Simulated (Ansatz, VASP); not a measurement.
One calculation of ZrOF2, two programs

INCAR

```
PREC = Accurate
ENCUT = 600
EDIFF = 1E-6
ISMEAR = 0
SIGMA = 0.02
LREAL = F
LASPH = T
NELM = 60
ALGO = Normal
ISIF = 3
LWAVE = F
LCHARG = F
GGA = PE
IBRION = 2
NSW = 100
EDIFFG = -0.01
```

File KPOINTS:

```
regular mesh
0
Gamma
  8 8 8
```

File POSCAR:

```
ZrOF2
1.0
   -1.8745374610      1.8745374610      3.5654047614
    1.8745374610     -1.8745374610      3.5654047614
    1.8745374610      1.8745374610     -3.5654047614
Zr O F
1 1 2
Direct
    0.7500000000      0.2500000000      0.5000000000
    0.0000000000      0.0000000000      0.0000000000
    0.3478655098      0.3478655098      0.0000000000
    0.6521344902      0.6521344902      0.0000000000
```

Input for Ansatz:

```yaml
crystal:
  lattice:
    - [-1.874537461, 1.874537461, 3.5654047614]
    - [1.874537461, -1.874537461, 3.5654047614]
    - [1.874537461, 1.874537461, -3.5654047614]
  atoms:
    - { symbol: Zr, position: [0.75, 0.25, 0.5] }
    - { symbol: O, position: [0.0, 0.0, 0.0] }
    - { symbol: F, position: [0.3478655098, 0.3478655098, 0.0] }
    - { symbol: F, position: [0.6521344902, 0.6521344902, 0.0] }
basis:
  ecutwfc: 420
kpoints:
  mp_grid: { grid: [8, 8, 8] }
hamiltonian:
  xc: pbe
scf:
  occupations: { method: gaussian, width: 0.02 }
output:
  forces: true
  stress: true
  eigenvalues: true
  write_density: true
  write_potential: true
  elf: true
  volumetric_format: npy
relax:
  adjacent_minimum: "off"
  f_tol: 0.01
  max_steps: 80
  cell: { stress_tol: 0.05 }
```

Change from the starting cell: species swapped into the TlAgTe2 type (I-4m2, No. 119).

Alike in both runs: task relaxation of cell and atoms; functional PBE; k mesh 8 × 8 × 8; occupations gaussian, width 0.02 eV; no spin polarisation.

```csv
,VASP,Ansatz
version,VASP 6.6.1,Ansatz 0.2.0
potentials or method,"VASP PAW PBE potentials, release 64 (Zr_sv, O, F), cutoff 600 eV","scalar-relativistic, plane waves, PAW"
valence electrons in the cell,32,32
```

Ansatz gave:

| Item | Value |
| --- | --- |
| gap on the k mesh at the Fermi level, each at its own relaxed structure (eV) | 2.60 |
| relaxed volume (Å³/atom) | 12.54 |
| relaxed length of the cell vector where the two differ most in proportion (Å) | 4.443 |

Task: Which values does VASP return?

Result: gap on the k mesh at the Fermi level, each at its own relaxed structure (eV): 2.59; relaxed volume (Å³/atom): 12.54; relaxed length of the cell vector where the two differ most in proportion (Å): 4.441.
